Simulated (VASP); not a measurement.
A run of VASP 6.6.1:

File INCAR:

```
  ALGO = Normal
  EDIFF = 1E-6
  ENCUT = 520
  GGA = PE
  ISIF = 2
  ISMEAR = 0
  LASPH = T
  LCHARG = F
  LREAL = F
  LWAVE = F
  NBANDS = 26
  NELM = 80
  PREC = Accurate
  SIGMA = 0.05
```

The input KPOINTS:

```
k-points
0
Gamma
  8 6 4
```

Contents of POSCAR:

```
AlN
1.0
   -3.1302395625      0.0000000000      0.0000000000
    0.0000000000      0.0000000000     -5.0179796543
    0.0000000000     -5.4217339621      0.0000000000
Al N
4 4
Direct
    0.5838593963      0.9982712825      0.1666666667
   -0.0838593963      0.9982712825      0.6666666667
    0.0838593963      0.4982712825      0.3333333333
    0.4161406037      0.4982712825      0.8333333333
    0.5757372040      0.6167287175      0.1666666667
   -0.0757372040      0.6167287175      0.6666666667
    0.0757372040      0.1167287175      0.3333333333
    0.4242627960      0.1167287175      0.8333333333
```

Potentials or basis: VASP PAW PBE potentials, release 64 (Al, N).

The run is started by

```sh
$ cat potpaw_PBE.64/Al/POTCAR potpaw_PBE.64/N/POTCAR > POTCAR
$ mpirun -np 1 vasp_std > vasp.out
```

Hardware: 1 thread of Intel(R) Xeon(R) 6975P-C (Granite Rapids), on a shared host.

**Question.** Estimate the wall time of this run.

**Answer.** Wall time 37 s on 1 thread of Intel(R) Xeon(R) 6975P-C (Granite Rapids) (shared host), peak memory 0.23 GiB. Counts: scf iterations 14, k points 60.
